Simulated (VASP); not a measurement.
Write the native input for VASP 6.6.1 that does the following.

```yaml
Task: single point
Functional: LDA
Potentials_or_basis: VASP PAW LDA potentials, release 64 (Sb)
Cutoff: 520 eV
k_mesh: 9 × 9 × 5
Occupations: fermi-dirac, width 0.05 eV
Spin: no spin polarisation
Dipole_correction: no
Further_INCAR_settings: ALGO = Normal; EDIFF = 1e-06; NBANDS = 12
```

The structure of Sb lies in POSCAR:

```
Sb
1.0
    3.3091953418      0.0000000000      0.0000000000
   -1.6545976709      2.8658472321      0.0000000000
    0.0000000000      0.0000000000      5.3962304974
Sb
2
Direct
    0.6666666667      0.3333333333      0.7500000000
    0.3333333333      0.6666666667      0.2500000000
```

This isn't the form of Sb at room conditions, which is rhombohedral.

The input as run:

INCAR

```
PREC = Accurate ; ENCUT = 520
EDIFF = 1E-6 ; ISMEAR = -1
SIGMA = 0.05 ; LREAL = False
LASPH = True ; NELM = 100
ALGO = Normal ; ISIF = 2
LWAVE = False ; LCHARG = False
GGA = CA ; NBANDS = 12
```

KPOINTS

```
regular mesh
0
Gamma
  9 9 5
```

Potentials or basis: VASP PAW LDA potentials, release 64 (Sb).

Launch:

```bash
$ cat potpaw_LDA.64/Sb/POTCAR > POTCAR
$ mpirun -np 1 vasp_std > vasp.out
```

It gave:

```yaml
Pressure: -0.1 GPa
Band_gap_on_the_k_mesh: zero (bands 5 and 6 overlap by 7.20 eV)
```

Caveat: spin-orbit coupling is left out, which moves the levels of the heavy elements.

Wall time 13 s on 1 thread of Intel Xeon 8259CL (shared host), peak memory 0.16 GiB.
